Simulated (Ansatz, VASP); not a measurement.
## One calculation of Ir, two programs

```xyz
1
Lattice="0.0000 1.9079 1.9079 1.9079 0.0000 1.9079 1.9079 1.9079 0.0000" Properties=species:S:1:pos:R:3 pbc="T T T"
Ir    0.0000    0.0000    0.0000
```

Alike in both runs: task relaxation of cell and atoms; functional LDA; k mesh 18 × 18 × 18; occupations gaussian, width 0.1 eV; no spin polarisation.

|  | VASP | Ansatz |
| --- | --- | --- |
| version | VASP 6.6.1 | Ansatz 0.2.0 |
| potentials or method | VASP PAW LDA potentials, release 64 (Ir), cutoff 600 eV | scalar-relativistic, plane waves, PAW |
| valence electrons in the cell | 9 | 17 |

|  | VASP | Ansatz | Ansatz less VASP |
| --- | --- | --- | --- |
| gap on the k mesh at the Fermi level, each at its own relaxed structure (eV) | none | none | - |
| relaxed volume (Å³/atom) | 13.93 | 13.84 | -0.090 |
| relaxed cell length with the largest relative difference (Å) | 2.701 | 2.695 | -0.0059 |

Ansatz warns that its potentials were made for another functional, while VASP's fit it. LDA's correlation is that of Perdew and Zunger in VASP and of Perdew and Wang (1992) in Ansatz. A gap of «none» marks a metal or a gap that the smearing closes. VASP's potentials hold 9 valence electrons a cell and Ansatz's 17, so a difference there can come from the potentials and not from the codes.

Neither program's run includes spin-orbit coupling.
